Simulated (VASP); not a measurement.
Te, 3 atoms in the cell. It takes space group P3_121 (No. 152, trigonal). The conventional cell has a = 4.530 Å, b = 4.530 Å, c = 5.937 Å, α = 90.00°, β = 90.00°, γ = 120.00°. Te (site symmetry 2) has 6 Te at 2.89 to 3.51 Å within 3.8 Å. 

```yaml
Program: VASP 6.6.1
Task: single point
Functional: PBE
Potentials_or_basis: VASP PAW PBE potentials, release 64 (Te)
Cutoff: 520 eV
k_mesh: 5 × 5 × 4
Occupations: fermi-dirac, width 0.05 eV
Spin: no spin polarisation
Dipole_correction: no
Further_INCAR_settings: ALGO = Normal; EDIFF = 1e-06; NBANDS = 16
```

Potentials or basis: VASP PAW PBE potentials, release 64 (Te).

Launch:

```sh
$ cat potpaw_PBE.64/Te/POTCAR > POTCAR
$ mpirun -np 1 vasp_std > vasp.out
```

Hardware: 1 thread of Intel Xeon 6975P-C, on a shared host.

Problem. Estimate the wall time of this run.

Solution. It took 22 s on 1 thread of Intel Xeon 6975P-C, with other jobs on the host, peak memory 0.24 GiB. Counts: scf iterations 12, k points 17.
